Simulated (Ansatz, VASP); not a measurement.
Two plane-wave programs on Cu

```
Cu
1.0
     2.73682    0.00000    0.00000
    -1.36841    2.37016    0.00000
     0.00000    0.00000    4.27707
Cu
2
Cartesian
  0.0000 1.5801 1.0693
  1.3684 0.7901 3.2078
```

Change from the starting cell: strain +0.080 along x and y, +0.040 along z, atoms carried along.

Alike in both runs: task single point; functional r2SCAN; k mesh 24 × 24 × 12; occupations gaussian, width 0.15 eV; no spin polarisation.

|  | VASP | Ansatz |
| --- | --- | --- |
| version | VASP 6.6.1 | Ansatz 0.2.0 |
| potentials or method | VASP PAW PBE potentials, release 64 (Cu), cutoff 520 eV | scalar-relativistic, plane waves, PAW |
| valence electrons in the cell | 22 | 38 |

```csv
,VASP,Ansatz,Ansatz less VASP
gap on the k mesh at the Fermi level (eV),none,none,-
pressure (GPa),-18.3,-18.8,-0.47
"traceless stress, the component that is largest in VASP (GPa)",2.67,2.71,+0.043
```

VASP's potentials were made for PBE, not for r2SCAN. A gap of «none» marks a metal or a gap that the smearing closes. VASP's potentials hold 22 valence electrons a cell and Ansatz's 38, so a difference there can come from the potentials and not from the codes.
